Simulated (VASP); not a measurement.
# Cu (Immm) in VASP: further runs

The runs below take Cu through single point, with PBEsol.

Program: VASP 6.6.1. These are calculated values, not measurements. Logs are shortened: lines on timing, memory, paths and dates and some standing lists are left out, and cuts for length are marked.

### 1 The cell of the first run

It takes space group Immm (No. 71, orthorhombic). Conventional cell: a = 2.597 Å, b = 2.752 Å, c = 2.886 Å, α = 90.00°, β = 90.00°, γ = 90.00°. Cu (site symmetry mmm) has 14 Cu at 2.38 to 2.89 Å within 3.1 Å.

### 2 Single point, PBEsol (strain -0.1000 x Voigt [0, 1, 0, 0, 0, 0])

INCAR

```
SYSTEM = Cu
PREC     = Accurate       ! precision mode
ENCUT    = 520            ! plane-wave cutoff, eV
EDIFF    = 1E-6           ! SCF threshold, eV
ISMEAR   = 0              ! smearing method
SIGMA    = 0.15           ! smearing width, eV
LREAL    = .False.        ! projectors in reciprocal space
LASPH    = .True.         ! aspherical terms in the spheres
NELM     = 80             ! most SCF steps
ALGO     = Fast           ! electronic algorithm
ISIF     = 2              ! what is computed and relaxed
LWAVE    = .False.        ! write WAVECAR
LCHARG   = .False.        ! write CHGCAR
GGA      = PS             ! functional
NBANDS   = 12             ! bands
```

KPOINTS

```
Automatic mesh
0
Gamma
  24 24 24
  0 0 0
```

POSCAR

```
Cu
1.0
   -1.4427933200      1.2985139880      1.3760814500
    1.4427933200     -1.2985139880      1.3760814500
    1.4427933200      1.2985139880     -1.3760814500
Cu
1
Direct
    0.0000000000      0.0000000000      0.0000000000
```

Potentials or basis: VASP PAW PBE potentials, release 64 (Cu).

Started as:

```
$ cat potpaw_PBE.64/Cu/POTCAR > POTCAR
$ mpirun -np 1 vasp_std > vasp.out
```

OUTCAR:

```text
SYSTEM = Cu
   PREC = Accurate
   ENCUT = 520
   EDIFF = 1E-6
   ISMEAR = 0
   LREAL = .False.
   LASPH = .True.
   NELM = 80
   ISIF = 2
   GGA = PS

 ion  position               nearest neighbor table
   1  0.000  0.000  0.000-

  LATTYP: Found a body centered orthorhombic cell.
 ALAT       =     2.5970279760
 B/A-ratio  =     1.0597355614
 C/A-ratio  =     1.1111111111

  Lattice vectors:

 A1 = (  -1.4427933200,  -1.2985139880,  -1.3760814500)
 A2 = (  -1.4427933200,   1.2985139880,   1.3760814500)
 A3 = (   1.4427933200,   1.2985139880,  -1.3760814500)

Analysis of symmetry for initial positions (statically):
=====================================================================
 Subroutine PRICEL returns:
 Original cell was already a primitive cell.

 Routine SETGRP: Setting up the symmetry group for a
 body centered orthorhombic supercell.

 Subroutine GETGRP returns: Found  8 space group operations
 (whereof  8 operations were pure point group operations)
 out of a pool of  8 trial point group operations.

The static configuration has the point symmetry D_2h.

Analysis of symmetry for dynamics (positions and initial velocities):
=====================================================================
 Subroutine PRICEL returns:
 Original cell was already a primitive cell.

 Routine SETGRP: Setting up the symmetry group for a
 body centered orthorhombic supercell.

 Subroutine GETGRP returns: Found  8 space group operations
 (whereof  8 operations were pure point group operations)
 out of a pool of  8 trial point group operations.

The dynamic configuration has the point symmetry D_2h.

 Subroutine INISYM returns: Found  8 space group operations
 (whereof  8 operations are pure point group operations),
 and found     1 'primitive' translations

----------------------------------------------------------------------------------------

                                     Primitive cell

  volume of cell :      10.3123

  direct lattice vectors                    reciprocal lattice vectors
    -1.442793320  1.298513988  1.376081450     0.000000000  0.385055536  0.363350585
     1.442793320 -1.298513988  1.376081450     0.346549983  0.000000000  0.363350585
     1.442793320  1.298513988 -1.376081450     0.346549983  0.385055536  0.000000000

  length of vectors
     2.379367836  2.379367836  2.379367836     0.529425551  0.502116060  0.518039242

  position of ions in fractional coordinates (direct lattice)
     0.000000000  0.000000000  0.000000000

  ion indices of the primitive-cell ions
   primitive index   ion index
                 1           1

----------------------------------------------------------------------------------------

 KPOINTS: Automatic mesh

Automatic generation of k-mesh.
 Grid dimensions read from file:
 generate k-points for:   24   24   24

 Generating k-lattice:

  Cartesian coordinates                     Fractional coordinates (reciprocal lattice)
     0.000000000  0.016043981  0.015139608     0.041666667  0.000000000  0.000000000
     0.014439583  0.000000000  0.015139608     0.000000000  0.041666667  0.000000000
     0.014439583  0.016043981  0.000000000     0.000000000  0.000000000  0.041666667

  Length of vectors
     0.022059398  0.020921503  0.021584968

  Shift w.r.t. Gamma in fractional coordinates (k-lattice)
     0.000000000  0.000000000  0.000000000

 Subroutine IBZKPT returns following result:
 ===========================================

 Found   1963 irreducible k-points:

 Following reciprocal coordinates:
            Coordinates               Weight
  0.000000  0.000000  0.000000      1.000000
  0.041667  0.000000 -0.000000      4.000000
  0.083333  0.000000 -0.000000      4.000000
  0.125000 -0.000000  0.000000      4.000000
  0.166667  0.000000 -0.000000      4.000000
  0.208333  0.000000 -0.000000      4.000000
[... 16 lines left out ...]
  0.375000  0.041667  0.000000      8.000000
  0.416667  0.041667  0.000000      8.000000
 [... further k-points ...]
   k-points           NKPTS =   1963   k-points in BZ     NKDIM =   1963   number of bands    NBANDS=     12
   number of dos      NEDOS =    301   number of ions     NIONS =      1
   total plane-waves  NPLWV =   5832
   dimension x,y,z NGX =    18 NGY =   18 NGZ =   18
   dimension x,y,z NGXF=    36 NGYF=   36 NGZF=   36
   ions per type =               1
   NGX,Y,Z   is equivalent  to a cutoff of  12.58, 12.58, 12.58 a.u.
   NGXF,Y,Z  is equivalent  to a cutoff of  25.15, 25.15, 25.15 a.u.
 SYSTEM =  Cu
   PREC   = accura    normal or accurate (medium, high low for compatibility)
   ISTART =      0    job   : 0-new  1-cont  2-samecut
   ICHARG =      2    charge: 1-file 2-atom 10-const
   ISPIN  =      1    spin polarized calculation?
   LNONCOLLINEAR =      F non collinear calculations
   LSORBIT =      F    spin-orbit coupling
   LASPH  =      T    aspherical Exc in radial PAW
   ENCUT  =  520.0 eV  38.22 Ry    6.18 a.u.   4.42  4.42  4.42*2*pi/ulx,y,z
   NELM   =     80;   NELMIN=  2; NELMDL= -5     # of ELM steps
   EDIFF  = 0.1E-05   stopping-criterion for ELM
   LREAL  =      F    real-space projection
   EDIFFG = 0.1E-04   stopping-criterion for IOM
   NSW    =      0    number of steps for IOM
   IBRION =     -1    ionic relax: 0-MD 1-quasi-New 2-CG
   NFREE  =      0    steps in history (QN), initial steepest desc. (CG)
   ISIF   =      2    stress and relaxation
   ISYM   =      2    0-nonsym 1-usesym 2-fastsym
   POTIM  = 0.5000    time-step for ionic-motion
   TEBEG  =    0.0;   TEEND  =   0.0 temperature during run
   PSTRESS=    0.0 pullay stress
   NELECT =      11.0000    total number of electrons
   NUPDOWN=      -1.0000    fix difference up-down
   EMIN   =  10.00;   EMAX   =-10.00  energy-range for DOS
   EFERMI =   0.00;   METHOD = LEGACY
   ISMEAR =     0;   SIGMA  =   0.15  broadening in eV -4-tet -1-fermi 0-gaus
   EFERMI_NEDOS =   21; number of points for ismear=-14 and -15
   IALGO  =     68    algorithm
   IMIX   =      4    mixing-type and parameters
     AMIX     =   0.40;   BMIX     =  1.00
     AMIX_MAG =   1.60;   BMIX_MAG =  1.00
  volume/ion in A,a.u.               =      10.31        69.59
  Fermi-wavevector in a.u.,A,eV,Ry     =   1.672710  3.160964 38.068559  2.797960
  Thomas-Fermi vector in A             =   2.757810
   LORBIT       =      0    0 simple, 1 ext, 2 COOP (PROOUT), +10 PAW based schemes
   GGA     = PS    functional components
   LHFCALC =     F    Hartree Fock is set to
   AEXX    =    0.0000 exact exchange contribution
   IVDW    =     0    specifies the selected vdW correction
   LEPSILON=     F    determine dielectric tensor
   LRPA    =     F    only Hartree local field effects (RPA)
 non-spin polarized calculation
 RMM-DIIS sequential band-by-band and
 Gauss-broadening in eV      SIGMA  =   0.15
  energy-cutoff  :      520.00
  volume of cell :       10.31
 maximum number of plane-waves:       295
 NGX is ok and might be reduce to    18
   NGX =  9   NGY =  9   NGZ =  9

 number of electron      10.9999999 magnetization

 Free energy of the ion-electron system (eV)
  ---------------------------------------------------
  ext. energy  EPLUGINS =         0.00000000
  ---------------------------------------------------
  free energy    TOTEN  =        -4.20597586 eV

  energy without entropy =       -4.20186587  energy(sigma->0) =       -4.20392086

 E-fermi :   9.2315     XC(G=0): -13.7207

 val. band max:        9.2300309628   @ k =   0.2917   0.5000   0.0833
 cond. band min:       9.2343402865   @ k =  -0.3333   0.4167   0.2083
 fundamental gap:      0.0043093237
 Fermi energy:         9.2315233455

 k-point     1 :       0.0000    0.0000    0.0000
  band No.  band energies     occupation
      1      -1.2688      2.00000
      2       5.3926      2.00000
      3       5.6971      2.00000
      4       5.8885      2.00000
      5       6.5966      2.00000
      6       7.0577      2.00000
      7      34.3022      0.00000
      8      35.0093      0.00000
      9      36.9576      0.00000
     10      39.4300      0.00000
     11      39.6656      0.00000
     12      39.7581      0.00000

 k-point     2 :       0.0417    0.0000   -0.0000
  band No.  band energies     occupation
      1      -1.1908      2.00000
      2       5.4000      2.00000
      3       5.7027      2.00000
      4       5.8836      2.00000
      5       6.6026      2.00000
      6       7.0436      2.00000
      7      34.1357      0.00000
      8      34.6503      0.00000
      9      36.3637      0.00000
     10      38.4421      0.00000
     11      39.4365      0.00000
     12      40.1917      0.00000

 k-point     3 :       0.0833    0.0000   -0.0000
  band No.  band energies     occupation
      1      -0.9583      2.00000
      2       5.3978      2.00000
      3       5.7442      2.00000
      4       5.8658      2.00000
      5       6.6213      2.00000
      6       7.0064      2.00000
      7      33.6502      0.00000
      8      33.7137      0.00000
      9      34.9170      0.00000
     10      36.9414      0.00000
     11      38.8008      0.00000
     12      39.6035      0.00000

 k-point     4 :       0.1250   -0.0000    0.0000
  band No.  band energies     occupation
      1      -0.5771      2.00000
      2       5.3473      2.00000
      3       5.8288      2.00000
      4       5.8609      2.00000
      5       6.6549      2.00000
      6       6.9594      2.00000
      7      31.9788      0.00000
      8      33.1624      0.00000
      9      33.3758      0.00000
     10      35.4653      0.00000
     11      37.6670      0.00000
     12      40.0097      0.00000

 k-point     5 :       0.1667    0.0000   -0.0000
  band No.  band energies     occupation
      1      -0.0580      2.00000
      2       5.2509      2.00000
      3       5.7698      2.00000
      4       6.0505      2.00000
      5       6.7058      2.00000
      6       6.9186      2.00000
      7      29.7903      0.00000
      8      32.0720      0.00000
      9      32.5315      0.00000
     10      34.1229      0.00000
     11      36.7963      0.00000
     12      40.6319      0.00000
[... 228 lines left out ...]
      1       2.3828      2.00000
      2       4.8005      2.00000
      3       5.7677      2.00000
      4       6.9061      2.00000
      5       6.9617      2.00000
      6       7.1023      2.00000
      7      21.8035      0.00000
      8      27.6031      0.00000
      9      29.0627      0.00000
     10      32.3684      0.00000
     11      35.8242      0.00000
     12      44.5965      0.00000

 k-point    22 :       0.3333    0.0417    0.0000
  band No.  band energies     occupation
      1       2.9099      2.00000
      2       4.6848      2.00000
      3       6.1430      2.00000
      4       6.9576      2.00000
      5       7.0496      2.00000
      6       7.4051      2.00000
      7      19.6911      0.00000
      8      26.9650      0.00000
      9      28.2223      0.00000
     10      32.0457      0.00000
     11      35.5601      0.00000
     12      46.0606      0.00000

 k-point    23 :       0.3750    0.0417    0.0000
  band No.  band energies     occupation
      1       3.2046      2.00000
      2       4.5906      2.00000
      3       6.6940      2.00000
      4       6.9695      2.00000
      5       7.2077      2.00000
      6       7.7577      2.00000
      7      17.7680      0.00000
      8      26.4726      0.00000
      9      27.5594      0.00000
     10      31.8074      0.00000
     11      35.3827      0.00000
     12      46.8185      0.00000

 k-point    24 :       0.4167    0.0417    0.0000
  band No.  band energies     occupation
      1       3.3286      2.00000
      2       4.5239      2.00000
      3       6.9517      2.00000
      4       7.0457      2.00000
      5       7.4636      2.00000
      6       8.2992      2.00000
      7      16.1549      0.00000
      8      26.1461      0.00000
      9      27.0973      0.00000
     10      31.6456      0.00000
     11      35.2692      0.00000
     12      46.7091      0.00000

 [... further k-points ...]

------------------------ aborting loop because EDIFF is reached ----------------------------------------

  FORCE on cell =-STRESS in cart. coord.  units (eV):
  Direction    XX          YY          ZZ          XY          YZ          ZX
  --------------------------------------------------------------------------------------
  -------------------------------------------------------------------------------------
  Total        1.4294033      1.4500832      1.3037472      0.0000000      0.0000000      0.0000000
  in kB      222.0805207    225.2934704    202.5578452      0.0000000      0.0000000      0.0000000
  external PRESSURE =     216.6439454 kB  Pullay stress =       0.0000000 kB

 VOLUME and BASIS-vectors are now :
 -----------------------------------------------------------------------------
  energy-cutoff  :      520.00
  volume of cell :       10.31
      direct lattice vectors                 reciprocal lattice vectors
    -1.442793320  1.298513988  1.376081450     0.000000000  0.385055536  0.363350585
     1.442793320 -1.298513988  1.376081450     0.346549983  0.000000000  0.363350585
     1.442793320  1.298513988 -1.376081450     0.346549983  0.385055536  0.000000000

 POSITION                                       TOTAL-FORCE (eV/Angst)
 -----------------------------------------------------------------------------------
      0.00000      0.00000      0.00000         0.000000     -0.000000     -0.000000
 -----------------------------------------------------------------------------------
    total drift:                                0.000000      0.000000      0.000000

  FREE ENERGIE OF THE ION-ELECTRON SYSTEM (eV)
  ---------------------------------------------------
  free  energy   TOTEN  =        -4.2059758584 eV

  energy  without entropy=       -4.2018658666  energy(sigma->0) =       -4.20392086
```

Wall time 6.7 min (1 thread of Intel Xeon 8259CL, shared host); peak memory 0.34 GiB.

Results:

* Free energy: -4.2060 eV
* Pressure: 21.7 GPa
* Band gap on the k mesh: zero (an odd number of electrons rules out a gap without spin polarisation)

Levels at points of the mesh, in eV from the Fermi level:
| k point | band 4 | band 5 | band 6 | band 7 | band 8 | band 9 |
| --- | --- | --- | --- | --- | --- | --- |
| (0.00, 0.00, 0.00) | -3.34 | -2.63 | -2.17 | 25.07 | 25.78 | 27.73 |
| (0.50, 0.00, 0.00) | -2.00 | -1.44 | -0.55 | 5.72 | 17.32 | 17.73 |
| (0.00, 0.50, 0.00) | -2.29 | -1.51 | -1.45 | 4.49 | 20.12 | 21.15 |
| (0.50, 0.50, 0.00) | -2.03 | -1.48 | -0.94 | 5.20 | 18.52 | 19.18 |
| (0.50, 0.50, 0.50) | -1.67 | -1.60 | 6.77 | 8.61 | 11.13 | 13.39 |

Caveat: the cell differs from its parent crystal (strain -0.1000 x Voigt [0, 1, 0, 0, 0, 0]); the cell stands under pressure; the PAW data sets were made with another functional, which shifts forces and pressure a little.

### 3 Single point, PBEsol (strain -0.0750 x Voigt [0, 1, 0, 0, 0, 0])

INCAR

```
ALGO = Fast
EDIFF = 1E-6
ENCUT = 520
GGA = PS
ISIF = 2
ISMEAR = 0
LASPH = True
LCHARG = True
LELF = True
LREAL = False
LVHAR = True
LWAVE = False
NBANDS = 12
NELM = 100
PREC = Accurate
SIGMA = 0.15
```

KPOINTS

```
k-points
0
Gamma
  24 24 24
```

POSCAR

```
Cu
1.0
   -1.4427933200      1.3345838210      1.3760814500
    1.4427933200     -1.3345838210      1.3760814500
    1.4427933200      1.3345838210     -1.3760814500
Cu
1
Direct
    0.0000000000      0.0000000000      0.0000000000
```

Potentials or basis: VASP PAW PBE potentials, release 64 (Cu).

Started as:

```
$ cat potpaw_PBE.64/Cu/POTCAR > POTCAR
$ mpirun -np 1 vasp_std > vasp.out
```

It took 6.8 min on 1 thread of Intel Xeon 8259CL, shared host; peak memory 0.34 GiB.

It converged, with:

```yaml
Free_energy: -4.2386 eV
Pressure: 14.9 GPa
Band_gap_on_the_k_mesh: zero (an odd number of electrons rules out a gap without spin polarisation)
```

Stress tensor (GPa, compression positive):
```
15.57  0.00  0.00
 0.00 14.90  0.00
 0.00  0.00 14.22
```

Levels at points of the mesh, in eV from the Fermi level:
```csv
k point,band 3,band 4,band 5,band 6,band 7,band 8,band 9,band 10
"(0.00, 0.00, 0.00)",-3.49,-3.30,-2.48,-2.16,25.13,25.93,26.90,29.96
"(0.50, 0.00, 0.00)",-2.19,-2.04,-1.41,-0.57,5.42,17.31,17.64,21.70
"(0.00, 0.50, 0.00)",-2.57,-2.19,-1.47,-1.22,4.53,19.36,20.09,23.65
"(0.50, 0.50, 0.00)",-2.47,-2.06,-1.45,-0.95,4.90,18.52,19.08,22.84
"(0.50, 0.50, 0.50)",-1.68,-1.63,-1.59,7.01,8.85,10.15,13.44,15.02
```

Caveat: the cell differs from its parent crystal (strain -0.0750 x Voigt [0, 1, 0, 0, 0, 0]); the cell stands under pressure; the PAW data sets were made with another functional, which shifts forces and pressure a little.
